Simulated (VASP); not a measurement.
Write the native input for VASP 6.6.1 that does the following.

* Task: single point
* Functional: PBE
* Potentials or basis: VASP PAW PBE potentials, release 64 (Zn, Cd, Te)
* Cutoff: 520 eV
* k mesh: 6 × 6 × 4
* Occupations: gaussian, width 0.02 eV
* Spin: no spin polarisation
* Dipole correction: no
* Further INCAR settings: ALGO = Normal; EDIFF = 1e-06; NBANDS = 36

The structure of Zn2CdTe3 lies in POSCAR:

```
Zn2CdTe3
1.0
    4.3230849230      0.0000000000      0.0000000000
   -2.1615424615      3.7439013660      0.0000000000
    0.0000000000      0.0000000000     10.6899444806
Zn Cd Te
2 1 3
Direct
    0.3333333333      0.6666666667      0.6606310856
    0.6666666667      0.3333333333      0.3418969339
    0.0000000000      0.0000000000      0.9942373301
    0.0000000000      0.0000000000      0.7365756144
    0.3333333333      0.6666666667      0.4172679949
    0.6666666667      0.3333333333      0.0993910413
```

One way to write it, as run:

INCAR

```
PREC = Accurate
ENCUT = 520
EDIFF = 1E-6
ISMEAR = 0
SIGMA = 0.02
LREAL = F
LASPH = T
NELM = 100
ALGO = Normal
ISIF = 2
LWAVE = F
LCHARG = F
GGA = PE
NBANDS = 36
```

KPOINTS

```
regular mesh
0
Gamma
  6 6 4
```

Potentials or basis: VASP PAW PBE potentials, release 64 (Zn, Cd, Te).

Launch:

```bash
$ cat potpaw_PBE.64/Zn/POTCAR potpaw_PBE.64/Cd/POTCAR potpaw_PBE.64/Te/POTCAR > POTCAR
$ mpirun -np 1 vasp_std > vasp.out
```

It gave:

```json
{
 "Pressure": "4.8 GPa",
 "Largest force": "0.012 eV/Å",
 "Band gap on the k mesh": "1.03 eV"
}
```

Caveat: the cell stands under pressure; spin-orbit coupling is left out, which moves the levels of the heavy elements.

Wall time 110 s on 1 thread of Intel(R) Xeon(R) Platinum 8375C CPU @ 2.90GHz (Ice Lake), with other jobs on the host, peak memory 0.35 GiB.
